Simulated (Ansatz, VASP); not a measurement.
AlGaN2 in VASP and in Ansatz

The input POSCAR:

```
AlGaN2
1.0
    3.0937638930      0.0000000000      0.0000000000
    0.0000000000      3.0937638930      0.0000000000
    0.0000000000      0.0000000000      4.2911228018
Al Ga N
1 1 2
Direct
    0.5000000000      0.5000000000      0.5000000000
    0.0000000000      0.0000000000      0.0000000000
    0.5000000000      0.0000000000      0.7382648100
    0.0000000000      0.5000000000      0.2617351900
```

Contents of INCAR.step1:

```
SYSTEM = AlGaN2
ALGO     = Normal         ! electronic algorithm
EDIFF    = 1E-4           ! SCF threshold, eV
ENCUT    = 520            ! plane-wave cutoff, eV
GGA      = PE             ! functional
ISMEAR   = 0              ! smearing method
LASPH    = .TRUE.         ! aspherical terms in the spheres
LCHARG   = .FALSE.        ! write CHGCAR
LREAL    = .FALSE.        ! projectors in reciprocal space
LWAVE    = .TRUE.         ! write WAVECAR
NBANDS   = 21             ! bands
NELM     = 80             ! most SCF steps
PREC     = Accurate       ! precision mode
SIGMA    = 0.05           ! smearing width, eV
```

INCAR.step2

```
SYSTEM = AlGaN2
ALGO     = Normal         ! electronic algorithm
EDIFF    = 1E-7           ! SCF threshold, eV
ENCUT    = 520            ! plane-wave cutoff, eV
ISIF     = 2              ! what is computed and relaxed
ISMEAR   = 0              ! smearing method
ISTART   = 1            
LASPH    = .TRUE.         ! aspherical terms in the spheres
LCHARG   = .FALSE.        ! write CHGCAR
LMIXTAU  = .TRUE.       
LREAL    = .FALSE.        ! projectors in reciprocal space
LWAVE    = .FALSE.        ! write WAVECAR
METAGGA  = R2SCAN         ! meta-GGA
NBANDS   = 21             ! bands
NELM     = 80             ! most SCF steps
PREC     = Accurate       ! precision mode
SIGMA    = 0.05           ! smearing width, eV
```

File KPOINTS:

```
k-points
0
G
  8 8 6
  0 0 0
```

Input for Ansatz:

```yaml
crystal:
  lattice:
    - [3.093763893, 0.0, 0.0]
    - [0.0, 3.093763893, 0.0]
    - [0.0, 0.0, 4.2911228018]
  atoms:
    - { symbol: Al, position: [0.5, 0.5, 0.5] }
    - { symbol: Ga, position: [0.0, 0.0, 0.0] }
    - { symbol: "N", position: [0.5, 0.0, 0.73826481] }
    - { symbol: "N", position: [0.0, 0.5, 0.26173519] }
basis:
  ecutwfc: 500
kpoints:
  mp_grid: { grid: [8, 8, 6] }
hamiltonian:
  xc: r2scan
scf:
  occupations: { method: gaussian, width: 0.05 }
output:
  forces: true
  stress: true
  eigenvalues: true
```

Change from the starting cell: strain -0.015 along x and y, -0.030 along z, atoms carried along.

Alike in both runs: task single point; functional r2SCAN; k mesh 8 × 8 × 6; occupations gaussian, width 0.05 eV; no spin polarisation.

|  | VASP | Ansatz |
| --- | --- | --- |
| version | VASP 6.6.1 | Ansatz 0.2.0 |
| potentials or method | VASP PAW PBE potentials, release 64 (Al, Ga_d, N), cutoff 520 eV | scalar-relativistic, plane waves, PAW |
| valence electrons in the cell | 26 | 26 |

Ansatz gave:

* gap on the k mesh at the Fermi level (eV): 3.84
* least direct gap on the mesh (eV): 3.84
* pressure (GPa): 13.5
* traceless stress, the component that is largest in VASP (GPa): 1.18
* rms of the force components (eV/Å): 0.022

Task: Which values does VASP return?

Result: gap on the k mesh at the Fermi level (eV): 3.85; least direct gap on the mesh (eV): 3.85; pressure (GPa): 14.0; traceless stress, the component that is largest in VASP (GPa): 1.16; rms of the force components (eV/Å): 0.016.

VASP's potentials were made for PBE, not for r2SCAN. Atom by atom the forces differ by 0.039 eV/Å (rms over components).
